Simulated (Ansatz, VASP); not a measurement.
Si2Mo: VASP beside Ansatz

```
CELL_PARAMETERS angstrom
-1.60000 1.60000 3.93050
1.60000 -1.60000 3.93050
1.60000 1.60000 -3.93050
ATOMIC_POSITIONS crystal
Si 0.33300 0.33300 0.00000
Si 0.66700 0.66700 0.00000
Mo 0.00000 0.00000 0.00000
```

Alike in both runs: task single point; functional PBEsol; k mesh 12 × 12 × 12; occupations fermi-dirac, width 0.1 eV; no spin polarisation.

|  | VASP | Ansatz |
| --- | --- | --- |
| version | VASP 6.6.1 | Ansatz 0.2.0 |
| potentials or method | VASP PAW PBE potentials, release 64 (Si, Mo_sv), cutoff 520 eV | all-electron (LAPW or listed datasets) |

Ansatz gave:

```
gap on the k mesh at the Fermi level (eV)                     : none
pressure (GPa)                                                : -2.7
traceless stress, the component that is largest in VASP (GPa) : -0.79
rms of the force components (eV/Å)                            : 0.153
```

What did VASP give for the same quantities?

gap on the k mesh at the Fermi level (eV): none; pressure (GPa): -2.3; traceless stress, the component that is largest in VASP (GPa): -0.78; rms of the force components (eV/Å): 0.151.

VASP's potentials were made for PBE, not for PBEsol. Atom by atom the forces differ by 0.002 eV/Å (rms over components). A gap of «none» marks a metal or a gap that the smearing closes. Ansatz ran all-electron here, and VASP with PAW potentials.
